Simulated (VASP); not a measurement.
Mg: single point with PBE

Crystal: Mg.

```
CELL_PARAMETERS angstrom
-1.79361 1.79361 1.88078
1.79361 -1.79361 1.88078
1.79361 1.79361 -1.88078
ATOMIC_POSITIONS crystal
Mg 0.00000 0.00000 0.00000
```

```json
{
 "Program": "VASP 6.6.1",
 "Task": "single point",
 "Functional": "PBE",
 "Potentials or basis": "VASP PAW PBE potentials, release 64 (Mg)",
 "Cutoff": "520 eV",
 "k mesh": "20 × 20 × 20",
 "Occupations": "gaussian, width 0.15 eV",
 "Spin": "no spin polarisation"
}
```

| Quantity | Value |
| --- | --- |
| Pressure | -1.8 GPa |
| Band gap on the k mesh | zero (bands 1 and 2 overlap by 4.10 eV) |

Stress tensor (GPa, compression positive):
```
-1.83  0.00  0.00
 0.00 -1.83  0.00
 0.00  0.00 -1.75
```

Levels at points of the mesh, in eV from the Fermi level:
| k point | band 1 | band 2 | band 3 | band 4 | band 5 | band 6 |
| --- | --- | --- | --- | --- | --- | --- |
| (0.00, 0.00, 0.00) | -6.74 | 12.38 | 12.38 | 13.27 | 14.12 | 14.13 |
| (0.50, 0.00, 0.00) | -1.48 | -1.04 | 8.70 | 9.18 | 10.14 | 11.17 |
| (0.50, 0.50, 0.00) | -1.29 | -0.72 | 7.92 | 8.44 | 9.28 | 10.77 |
| (0.50, 0.50, 0.50) | 3.01 | 3.67 | 4.05 | 4.05 | 4.20 | 7.03 |

Wall time 18 s on 1 thread of Intel(R) Xeon(R) 6975P-C (Granite Rapids), on a shared host, peak memory 0.23 GiB.
